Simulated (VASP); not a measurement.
Write the native input for VASP 6.6.1 that does the following.

```
Task                   : single point
Functional             : PBE
Dispersion             : D3(BJ)
Potentials or basis    : VASP PAW PBE potentials, release 64 (Sn_d, O)
Cutoff                 : 520 eV
k mesh                 : 6 × 6 × 6
Occupations            : gaussian, width 0.05 eV
Spin                   : no spin polarisation
Dipole correction      : no
Further INCAR settings : ALGO = Normal; EDIFF = 1e-06; NBANDS = 64
```

The structure of SnO2 lies in POSCAR:

```
SnO2
1.0
    3.2373377712      1.8690778337      4.2908446647
   -3.2373377712      1.8690778337      4.2908446647
    0.0000000000     -3.7381556673      4.2908446647
Sn O
4 8
Direct
    0.8647789246      0.8647789246      0.8647789246
    0.3647917685      0.3647917685      0.8647862194
    0.3647917685      0.8647862194      0.3647917685
    0.8647862194      0.3647917685      0.3647917685
    0.1211920443      0.6211670289      0.6211670289
    0.6211670289      0.1211920443      0.6211670289
    0.6211670289      0.6211670289      0.1211920443
    0.6084040128      0.6084040128      0.6084040128
    0.1211868861      0.1211868861      0.1211868861
    0.1083919289      0.1083919289      0.6083964602
    0.1083919289      0.6083964602      0.1083919289
    0.6083964602      0.1083919289      0.1083919289
```

The input as run:

INCAR

```
PREC = Accurate ; ENCUT = 520
EDIFF = 1E-6 ; ISMEAR = 0
SIGMA = 0.05 ; LREAL = F
LASPH = T ; NELM = 100
ALGO = Normal ; ISIF = 2
LWAVE = F ; LCHARG = F
GGA = PE ; IVDW = 12
NBANDS = 64
```

KPOINTS

```
regular mesh
0
Gamma
  6 6 6
```

Potentials or basis: VASP PAW PBE potentials, release 64 (Sn_d, O).

The run is started by

```bash
$ cat potpaw_PBE.64/Sn_d/POTCAR potpaw_PBE.64/O/POTCAR > POTCAR
$ mpirun -np 1 vasp_std > vasp.out
```

Results of the run:

```yaml
Pressure: 0.7 GPa
Largest_force: 0.057 eV/Å
Band_gap_on_the_k_mesh: 1.55 eV
Dispersion_energy_per_atom: -0.201 eV
```

Caveat: spin-orbit coupling is left out, which moves the levels of the heavy elements.

Wall time 5.4 min on 1 thread of Oxide Virtual Turin-like Processor, with other jobs on the host, peak memory 0.36 GiB.
